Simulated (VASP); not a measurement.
## Pd: single point with PBE

The system is Pd.

```
Pd
1.0
     0.00000    1.93350    1.93350
     1.93350    0.00000    1.93350
     1.93350    1.93350    0.00000
Pd
1
Direct
  0.00000 0.00000 0.00000
```

```
Program             : VASP 6.6.1
Task                : single point
Functional          : PBE
Potentials or basis : VASP PAW PBE potentials, release 64 (Pd)
Cutoff              : 520 eV
k mesh              : 14 × 14 × 14
Occupations         : fermi-dirac, width 0.05 eV
Spin                : no spin polarisation
```

- Pressure: 11.4 GPa
- Band gap on the k mesh: zero (band 5 reaches 10.43 eV, above the bottom of band 6 at 8.78 eV)

Levels at points of the mesh, in eV from the Fermi level:
| k point | band 3 | band 4 | band 5 | band 6 | band 7 | band 8 |
| --- | --- | --- | --- | --- | --- | --- |
| (0.00, 0.00, 0.00) | -2.93 | -2.93 | -1.27 | -1.27 | 17.20 | 22.09 |
| (0.50, 0.00, 0.00) | -2.98 | -0.02 | -0.02 | 0.97 | 7.49 | 16.56 |
| (0.50, 0.50, 0.00) | -0.05 | 0.30 | 0.30 | 3.35 | 10.98 | 13.32 |

It took 16 s on 1 thread of Intel Xeon 8259CL, with other jobs on the host, peak memory 0.13 GiB.
